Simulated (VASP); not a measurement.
Here is a VASP 6.6.1 calculation.

File INCAR:

```
  PREC = Accurate
  ENCUT = 520
  EDIFF = 1E-6
  ISMEAR = -1
  SIGMA = 0.2241
  LREAL = Auto
  LASPH = T
  NELM = 100
  ALGO = Normal
  ISIF = 2
  LWAVE = F
  LCHARG = F
  GGA = PE
  NBANDS = 46
```

File KPOINTS:

```
Automatic mesh
0
Gamma
  2 2 2
  0.5 0.5 0.5
```

File POSCAR:

```
MgS
1.0
    5.8491469780      0.0000000000      5.8491469780
    5.8491469780      5.8491469780      0.0000000000
    0.0000000000      5.8491469780      5.8491469780
Mg S
8 8
Direct
   -0.0369325648      0.0930181789      0.0299137636
    0.0204832432      0.5231787663      0.0107264359
    0.5096172162      0.0059536887     -0.0383618331
    0.4710062870      0.5274413537     -0.0083605353
    0.0001719909     -0.0678731448      0.5231444878
   -0.0070673553      0.4373771098      0.4960126683
    0.5124525014     -0.0057211761      0.5031860220
    0.5010874254      0.4984302858      0.4748099185
    0.3664511266      0.3851581279      0.3878144127
    0.3974732570      0.8631108979      0.3930059389
    0.8743807463      0.3608203911      0.3461732980
    0.8770133524      0.8233178305      0.3814947732
    0.3691668218      0.3623477078      0.8742261084
    0.3809654653      0.8691060456      0.8840511308
    0.8675137621      0.4251337006      0.8654722678
    0.8891581148      0.9020557219      0.8745313666
```

Potentials or basis: VASP PAW PBE potentials, release 64 (Mg, S).

Command:

```bash
$ cat potpaw_PBE.64/Mg/POTCAR potpaw_PBE.64/S/POTCAR > POTCAR
$ mpirun -np 1 vasp_std > vasp.out
```

**Question.** What does it give for the pressure?

**Answer.** -3.0 GPa.

**Question.** Predict the largest force.

**Answer.** 2.122 eV/Å.

Stress tensor (GPa, compression positive):
```
-2.96  0.59  0.06
 0.59 -3.59  0.12
 0.06  0.12 -2.53
```

Caveat: forces of over 1 eV/Å act on the atoms, so gaps and moduli don't describe the material at rest.
